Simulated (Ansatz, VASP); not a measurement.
EuS: VASP beside Ansatz

File INCAR:

```
PREC = Accurate
ENCUT = 600
EDIFF = 1E-6
ISMEAR = 0
SIGMA = 0.05
LREAL = F
LASPH = T
NELM = 200
ALGO = Normal
ISIF = 2
LWAVE = F
LCHARG = F
ISPIN = 2
MAGMOM = 7 0
LORBIT = 11
LMAXMIX = 6
LDAU = T
LDAUTYPE = 1
LDAUL = 3 -1
LDAUU = 8 0
LDAUJ = 0.9 0
LDAUPRINT = 1
GGA = CA
NBANDS = 22
GGA_COMPAT = F
```

File KPOINTS:

```
regular mesh
0
Gamma
  6 6 6
```

The input POSCAR:

```
EuS
1.0
    0.0000000000      2.9785018700      2.9785018700
    2.9785018700      0.0000000000      2.9785018700
    2.9785018700      2.9785018700      0.0000000000
Eu S
1 1
Direct
    0.5000000000      0.5000000000      0.5000000000
    0.0000000000      0.0000000000      0.0000000000
```

Input for Ansatz:

```yaml
crystal:
  lattice:
    - [0.0, 2.97850187, 2.97850187]
    - [2.97850187, 0.0, 2.97850187]
    - [2.97850187, 2.97850187, 0.0]
  atoms:
    - { symbol: Eu, position: [0.5, 0.5, 0.5], spin: 7.0 }
    - { symbol: S, position: [0.0, 0.0, 0.0] }
basis:
  ecutwfc: 420
  ecutrho_ratio: 4
kpoints:
  mp_grid: { grid: [6, 6, 6] }
hamiltonian:
  xc: lda
  hubbard: { sites: [{ site: 0, l: f, u: 8.0, j: 0.9 }] }
scf:
  occupations: { method: gaussian, width: 0.05 }
output:
  forces: true
  stress: true
  eigenvalues: true
  populations: true
  hubbard: { sites: [{ site: 0, l: f }] }
  write_density: true
  write_potential: true
  elf: true
  volumetric_format: npy
magnetization:
  spin_polarized: true
```

Alike in both runs: task single point; functional LDA; k mesh 6 × 6 × 6; occupations gaussian, width 0.05 eV; collinear spin; Hubbard terms Eu f U = 8.0 eV, J = 0.9 eV.

```csv
,VASP,Ansatz
version,VASP 6.6.1,Ansatz 0.2.0
potentials or method,"VASP PAW PBE potentials, release 64 (Eu, S), cutoff 600 eV","scalar-relativistic, plane waves, PAW"
valence electrons in the cell,23,23
```

```tsv
	VASP	Ansatz	Ansatz less VASP
gap on the k mesh at the Fermi level (eV)	0.55	0.78	+0.229
least direct gap on the mesh (eV)	0.88	1.27	+0.393
pressure (GPa)	-3.3	-3.8	-0.49
net moment per atom (μB)	3.50	3.50	0.000
size of the moment on the site where the two differ most (μB)	6.75	6.86	+0.108
```

VASP's potentials were made for PBE, not for LDA. LDA's correlation is that of Perdew and Zunger in VASP and of Perdew and Wang (1992) in Ansatz. Site moments also hang on the region over which each program counts them. The programs project onto different local orbitals, so the same U acts differently, and such runs can settle in different states.

Neither program's run includes spin-orbit coupling.
